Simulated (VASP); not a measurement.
# ZrC (Fm-3m) in VASP: a series of runs, part 2 of 2

VASP 6.6.1.

### 3 Single point, PBEsol (volume scaled by 0.960)

File INCAR:

```
PREC = Accurate
ENCUT = 520
EDIFF = 1E-6
ISMEAR = 0
SIGMA = 0.05
LREAL = False
LASPH = True
NELM = 60
ALGO = Normal
ISIF = 2
LWAVE = False
LCHARG = True
GGA = PS
LELF = True
LVHAR = True
NBANDS = 15
```

File KPOINTS:

```
regular mesh
0
Gamma
  12 12 12
```

File POSCAR:

```
ZrC
1.0
    0.0000000000      2.3030321140      2.3030321140
    2.3030321140      0.0000000000      2.3030321140
    2.3030321140      2.3030321140      0.0000000000
Zr C
1 1
Direct
    0.5000000000      0.5000000000      0.5000000000
    0.0000000000      0.0000000000      0.0000000000
```

Potentials or basis: VASP PAW PBE potentials, release 64 (Zr_sv, C).

Started as:

```
$ cat potpaw_PBE.64/Zr_sv/POTCAR potpaw_PBE.64/C/POTCAR > POTCAR
$ mpirun -np 1 vasp_std > vasp.out
```

Run time: 15 s. Hardware: 1 thread of AMD EPYC 9R45 (Zen 5), shared host; peak memory 0.12 GiB.

The run converged. Its results:

```yaml
Free_energy: -20.5362 eV
Pressure: 10.9 GPa
Band_gap_on_the_k_mesh: zero (band 8 reaches 11.17 eV, above the bottom of band 9 at 9.83 eV)
```

Levels at points of the mesh, in eV from the Fermi level:
```
           k point  band 4  band 5  band 6  band 7  band 8  band 9  band 10  band 11  band 12  band 13
(0.00, 0.00, 0.00)  -25.51  -11.56    0.90    0.90    0.90    1.00     1.00     1.00     2.91     2.91
(0.50, 0.00, 0.00)  -25.61   -8.12   -5.65   -3.22   -3.22    4.76     4.76     5.65     6.68    10.85
(0.50, 0.50, 0.00)  -25.87  -10.43   -2.09   -2.02    0.07    0.07     4.72     6.06     6.06     8.77
```

Caveat: the cell differs from its parent crystal (volume scaled by 0.960); the PAW data sets were made with another functional, which shifts forces and pressure a little.

### 4 Single point, PBEsol

This run uses another cell than the first one, of 12.53 Å³/atom, 1.005 times its volume.

File INCAR:

```
SYSTEM = ZrC
PREC = Accurate
ENCUT = 520
EDIFF = 1E-6
ISMEAR = 0
SIGMA = 0.05
LREAL = .FALSE.
LASPH = .TRUE.
NELM = 100
ALGO = Normal
ISIF = 2
LWAVE = .FALSE.
LCHARG = .FALSE.
GGA = PS
NBANDS = 15
```

File KPOINTS:

```
regular mesh
0
G
  12 12 12
  0 0 0
```

File POSCAR:

```
ZrC
1.0
    0.0000000000      2.3228065191      2.3228065191
    2.3228065191      0.0000000000      2.3228065191
    2.3228065191      2.3228065191      0.0000000000
Zr C
1 1
Direct
    0.5000000000      0.5000000000      0.5000000000
    0.0000000000      0.0000000000      0.0000000000
```

Started as:

```
$ cat potpaw_PBE.64/Zr_sv/POTCAR potpaw_PBE.64/C/POTCAR > POTCAR
$ mpirun -np 1 vasp_std > vasp.out
```

Run time: 14 s. Hardware: 1 thread of AMD EPYC 9R45 (Zen 5), shared host; peak memory 0.12 GiB.

It converged, with:

```yaml
Free_energy: -20.5661 eV
Pressure: 4.1 GPa
Band_gap_on_the_k_mesh: zero (band 8 reaches 10.86 eV, above the bottom of band 9 at 9.52 eV)
```

Levels at points of the mesh, in eV from the Fermi level:
```
           k point  band 6  band 7  band 8  band 9  band 10  band 11
(0.00, 0.00, 0.00)    0.89    0.89    0.89    0.99     0.99     0.99
(0.50, 0.00, 0.00)   -5.55   -3.13   -3.13    4.62     4.62     5.49
(0.50, 0.50, 0.00)   -2.07   -2.00    0.04    0.04     4.58     5.86
```

Caveat: the PAW data sets were made with another functional, which shifts forces and pressure a little.

### 5 Single point, PBEsol

This run uses another cell than the first one, of 12.72 Å³/atom, 1.020 times its volume.

File INCAR:

```
SYSTEM = ZrC
PREC = Accurate ; ENCUT = 520
EDIFF = 1E-6 ; ISMEAR = 0
SIGMA = 0.05 ; LREAL = .FALSE.
LASPH = .TRUE. ; NELM = 80
ALGO = Normal ; ISIF = 2
LWAVE = .FALSE. ; LCHARG = .TRUE.
GGA = PS ; LELF = .TRUE.
LVHAR = .TRUE. ; NBANDS = 15
```

KPOINTS is that of step 4.

File POSCAR:

```
ZrC
1.0
    0.0000000000      2.3345844199      2.3345844199
    2.3345844199      0.0000000000      2.3345844199
    2.3345844199      2.3345844199      0.0000000000
Zr C
1 1
Direct
    0.5000000000      0.5000000000      0.5000000000
    0.0000000000      0.0000000000      0.0000000000
```

Started as:

```
$ cat potpaw_PBE.64/Zr_sv/POTCAR potpaw_PBE.64/C/POTCAR > POTCAR
$ mpirun -np 1 vasp_std > vasp.out
```

Run time: 22 s. Hardware: 1 thread of AMD EPYC 9R45 (Zen 5), shared host; peak memory 0.14 GiB.

It converged, with:

```yaml
Free_energy: -20.5716 eV
Pressure: 0.4 GPa
Band_gap_on_the_k_mesh: zero (band 8 reaches 10.68 eV, above the bottom of band 9 at 9.35 eV)
```

Levels at points of the mesh, in eV from the Fermi level:
```csv
k point,band 5,band 6,band 7,band 8,band 9,band 10,band 11,band 12
"(0.00, 0.00, 0.00)",-11.43,0.88,0.88,0.88,0.99,0.99,0.99,2.79
"(0.50, 0.00, 0.00)",-8.20,-5.49,-3.08,-3.08,4.53,4.53,5.39,6.49
"(0.50, 0.50, 0.00)",-10.26,-2.10,-1.96,0.02,0.02,4.50,5.75,5.75
```

Caveat: the PAW data sets were made with another functional, which shifts forces and pressure a little.

### 6 Single point, PBEsol

This run uses another cell than the first one, of 12.72 Å³/atom, 1.020 times its volume.

File INCAR:

```
ALGO = Normal
EDIFF = 1E-6
ENCUT = 520
GGA = PS
ISIF = 2
ISMEAR = 0
LASPH = True
LCHARG = False
LREAL = False
LWAVE = False
NBANDS = 15
NELM = 100
PREC = Accurate
SIGMA = 0.05
```

File KPOINTS:

```
k-points
0
Gamma
  12 12 12
```

POSCAR is that of step 5.

Potentials or basis: VASP PAW PBE potentials, release 64 (Zr_sv, C).

Started as:

```
$ cat potpaw_PBE.64/Zr_sv/POTCAR potpaw_PBE.64/C/POTCAR > POTCAR
$ mpirun -np 1 vasp_std > vasp.out
```

OUTCAR:

```text
EDIFF = 1E-6
   ENCUT = 520
   GGA = PS
   ISIF = 2
   ISMEAR = 0
   LASPH = True
   LREAL = False
   NELM = 100
   PREC = Accurate

 ion  position               nearest neighbor table
   1  0.500  0.500  0.500-   2 2.33   2 2.33   2 2.33   2 2.33   2 2.33   2 2.33
   2  0.000  0.000  0.000-   1 2.33   1 2.33   1 2.33   1 2.33   1 2.33   1 2.33

  LATTYP: Found a face centered cubic cell.
 ALAT       =     4.6691688398

  Lattice vectors:

 A1 = (   0.0000000000,   2.3345844199,   2.3345844199)
 A2 = (   2.3345844199,   0.0000000000,   2.3345844199)
[... 611 lines left out ...]
     12      17.8927      0.00000
     13      19.2908      0.00000
     14      19.6987      0.00000
     15      23.2615      0.00000

 [... further k-points ...]
[... 5 lines left out ...]
  --------------------------------------------------------------------------------------
  -------------------------------------------------------------------------------------
  Total        0.0632532      0.0632532      0.0632532      0.0000000     -0.0000000      0.0000000
  in kB        3.9823021      3.9823021      3.9823021      0.0000000     -0.0000000      0.0000000
  external PRESSURE =       3.9823021 kB  Pullay stress =       0.0000000 kB

 VOLUME and BASIS-vectors are now :
 -----------------------------------------------------------------------------
  energy-cutoff  :      520.00
  volume of cell :       25.45
      direct lattice vectors                 reciprocal lattice vectors
     0.000000000  2.334584420  2.334584420    -0.214170880  0.214170880  0.214170880
     2.334584420  0.000000000  2.334584420     0.214170880 -0.214170880  0.214170880
     2.334584420  2.334584420  0.000000000     0.214170880  0.214170880 -0.214170880

 POSITION                                       TOTAL-FORCE (eV/Angst)
 -----------------------------------------------------------------------------------
      2.33458      2.33458      2.33458         0.000000      0.000000      0.000000
      0.00000      0.00000      0.00000        -0.000000     -0.000000     -0.000000
 -----------------------------------------------------------------------------------
    total drift:                                0.000000      0.000000      0.000000

  FREE ENERGIE OF THE ION-ELECTRON SYSTEM (eV)
  ---------------------------------------------------
  free  energy   TOTEN  =       -20.5716371281 eV

  energy  without entropy=      -20.5708136642  energy(sigma->0) =      -20.57122540
```

OSZICAR:

```text
N       E                     dE             d eps       ncg     rms          rms(c)
DAV:   1     0.972848859604E+02    0.97285E+02   -0.85145E+03  2160   0.108E+03
DAV:   2    -0.177743572432E+02   -0.11506E+03   -0.10749E+03  2706   0.285E+02
DAV:   3    -0.236028028742E+02   -0.58284E+01   -0.57880E+01  3529   0.549E+01
DAV:   4    -0.237795082977E+02   -0.17671E+00   -0.17663E+00  2613   0.622E+00
DAV:   5    -0.237808134065E+02   -0.13051E-02   -0.13051E-02  2814   0.563E-01    0.217E+01
DAV:   6    -0.206818646905E+02    0.30989E+01   -0.55620E+00  2529   0.218E+01    0.799E+00
DAV:   7    -0.205941475670E+02    0.87717E-01   -0.59195E-01  2499   0.555E+00    0.665E+00
DAV:   8    -0.206009839445E+02   -0.68364E-02   -0.29343E-01  2630   0.397E+00    0.436E+00
DAV:   9    -0.205720575417E+02    0.28926E-01   -0.51121E-02  2384   0.153E+00    0.632E-01
DAV:  10    -0.205716705498E+02    0.38699E-03   -0.44869E-03  2769   0.596E-01    0.173E-01
DAV:  11    -0.205716422488E+02    0.28301E-04   -0.21813E-04  2482   0.155E-01    0.435E-02
DAV:  12    -0.205716381192E+02    0.41296E-05   -0.47938E-06  2716   0.206E-02    0.125E-02
DAV:  13    -0.205716371281E+02    0.99106E-06   -0.30628E-06  2636   0.111E-02
   1 F= -.20571637E+02 E0= -.20571225E+02  d E =-.823464E-03
```

stdout:

```text
POSCAR found type information on POSCAR ZrC
 POSCAR found :  2 types and       2 ions
 scaLAPACK will be used
 -----------------------------------------------------------------------------
|                                                                             |
|                                                                             |
|     You enforced a specific xc type in the INCAR file but a different       |
|     I HOPE YOU KNOW WHAT YOU ARE DOING!                                     |
|                                                                             |
 -----------------------------------------------------------------------------

 LDA part: xc-table for (Slater+PW92), standard interpolation
 POSCAR, INCAR and KPOINTS ok, starting setup
 FFT: planning ... GRIDC
 FFT: planning ... GRID_SOFT
 FFT: planning ... GRID
 WAVECAR not read
 entering main loop
```

It took 21 s on 1 thread of AMD EPYC 9R45 (Zen 5), shared host; peak memory 0.14 GiB.

Results:

* Free energy: -20.5716 eV
* Pressure: 0.4 GPa
* Band gap on the k mesh: zero (band 8 reaches 10.68 eV, above the bottom of band 9 at 9.35 eV)

Caveat: the PAW data sets were made with another functional, which shifts forces and pressure a little.

### 7 The runs side by side

```tsv
cell	gap on the mesh (eV)	pressure (GPa)
a = 3.279 Å, angles 60.0°, 2 atoms	none	5.4
a = 3.257 Å, angles 60.0°, 2 atoms	none	10.9
a = 3.285 Å, angles 60.0°, 2 atoms	none	4.1
a = 3.302 Å, angles 60.0°, 2 atoms	none	0.4
```

Alike in all rows: task single point; level PBEsol; potentials or basis VASP PAW PBE potentials, release 64 (Zr_sv, C); no spin polarisation; k mesh 12 × 12 × 12; cutoff (eV) 520; smearing gaussian 0.05 eV.

Caveats: the PAW data sets were made with another functional, which shifts forces and pressure a little.

Absolute energies hang on the potentials; compare differences alone.
